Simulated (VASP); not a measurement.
Here is a VASP 6.6.1 calculation.

File INCAR:

```
PREC = Accurate ; ENCUT = 520
EDIFF = 1E-6 ; ISMEAR = 0
SIGMA = 0.1 ; LREAL = False
LASPH = True ; NELM = 150
ALGO = Normal ; ISIF = 2
LWAVE = False ; LCHARG = False
ISPIN = 2 ; MAGMOM = 1 1 1 1 0 0
LORBIT = 11 ; LMAXMIX = 4
GGA = PE ; NBANDS = 40
```

The input KPOINTS:

```
regular mesh
0
Gamma
  4 4 4
```

File POSCAR:

```
Nb2H
1.0
    4.3442379344      0.0000000000      0.0000000000
    0.0000000000      4.3442379344      0.0000000000
    0.0000000000      0.0000000000      4.3442379344
Nb H
4 2
Direct
    0.2500000000      0.2500000000      0.2500000000
    0.7500000000      0.7500000000      0.2500000000
    0.7500000000      0.2500000000      0.7500000000
    0.2500000000      0.7500000000      0.7500000000
    0.5000000000      0.5000000000      0.5000000000
    0.0000000000      0.0000000000      0.0000000000
```

Potentials or basis: VASP PAW PBE potentials, release 64 (Nb_sv, H).

Command:

```bash
$ cat potpaw_PBE.64/Nb_sv/POTCAR potpaw_PBE.64/H/POTCAR > POTCAR
$ mpirun -np 1 vasp_std > vasp.out
```

What does it give for the band gap on the k mesh?

Zero (filled and empty bands overlap).

Estimate the pressure.

0.0 GPa.

What does it give for the net moment?

0.00 μB per cell.

Caveat: the k points lie up to 0.36 Å⁻¹ apart, too coarse for converged energies and pressures of a metal.
